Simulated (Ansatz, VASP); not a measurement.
**PbS in VASP and in Ansatz**

Contents of POSCAR:

```
PbS
1.0
    0.0000000000      2.9657500000      2.9657500000
    2.9657500000      0.0000000000      2.9657500000
    2.9657500000      2.9657500000      0.0000000000
Pb S
1 1
Direct
    0.0000000000      0.0000000000      0.0000000000
    0.5000000000      0.5000000000      0.5000000000
```

INCAR.step1

```
SYSTEM = PbS
  PREC = Accurate
  ENCUT = 520
  EDIFF = 1E-5
  ISMEAR = -1
  SIGMA = 0.05
  LREAL = .False.
  LASPH = .True.
  NELM = 60
  ALGO = Normal
  ISIF = 2
  LWAVE = .True.
  LCHARG = .False.
  NBANDS = 17
  GGA = PE
```

The input INCAR.step2:

```
SYSTEM = PbS
  PREC = Accurate
  ENCUT = 520
  EDIFF = 1E-6
  ISMEAR = -1
  SIGMA = 0.05
  LREAL = .False.
  LASPH = .True.
  NELM = 60
  ALGO = Normal
  ISIF = 2
  LWAVE = .False.
  LCHARG = .False.
  GGA = PE
  LHFCALC = .True.
  AEXX = 0.25
  HFSCREEN = 0.3
  PRECFOCK = Normal
  NBANDS = 17
  ISTART = 1
```

File KPOINTS:

```
regular mesh
0
Gamma
  4 4 4
  0 0 0
```

The input input.yaml:

```yaml
crystal:
  lattice:
    - [0.0, 2.96575, 2.96575]
    - [2.96575, 0.0, 2.96575]
    - [2.96575, 2.96575, 0.0]
  atoms:
    - { symbol: Pb, position: [0.0, 0.0, 0.0] }
    - { symbol: S, position: [0.5, 0.5, 0.5] }
hamiltonian:
  xc: { exchange: pbe, correlation: pbe, exx: { coeff: 0.25, omega: 0.3 } }
  pseudopotentials: { kind: paw }
kpoints:
  mp_grid: { grid: [4, 4, 4] }
  band_path:
    path:
      - [[0.0, 0.0, 0.0], [0.5, 0.0, 0.5], [0.5, 0.25, 0.75], [0.375, 0.375, 0.75], [0.0, 0.0, 0.0], [0.5, 0.5, 0.5], [0.625, 0.25, 0.625], [0.5, 0.25, 0.75], [0.5, 0.5, 0.5], [0.375, 0.375, 0.75]]
      - [[0.625, 0.25, 0.625], [0.5, 0.0, 0.5]]
    npoints: 4
scf:
  occupations: { method: fermi_dirac, width: 0.05 }
  n_extra_bands: 6
output:
  forces: true
  stress: true
  eigenvalues: true
  fatbands: false
```

Alike in both runs: functional PBE-based screened hybrid with a share of 0.25 of exact exchange and HFSCREEN = 0.3; k mesh 4 × 4 × 4; occupations fermi-dirac, width 0.05 eV; no spin polarisation.

|  | VASP | Ansatz |
| --- | --- | --- |
| version | VASP 6.6.1 | Ansatz 0.2.0 |
| potentials or method | VASP PAW PBE potentials, release 64 (Pb_d, S) | Ansatz PAW |
| plane-wave cutoff (eV) | 520 | 420 |
| valence electrons in the cell | 20 | 20 |
| task | single point | band structure |

Ansatz gave:

* gap on the k mesh at the Fermi level (eV): 0.66
* least direct gap on the mesh (eV): 0.66
* pressure (GPa): 1.3

**Question.** Estimate VASP's values.

**Answer.** gap on the k mesh at the Fermi level (eV): 0.67; least direct gap on the mesh (eV): 0.67; pressure (GPa): 1.2.

VASP's potentials were made for PBE, not for PBE-based screened hybrid.

The k mesh is coarse, so the values compare programs but aren't converged. Neither program's run includes spin-orbit coupling.
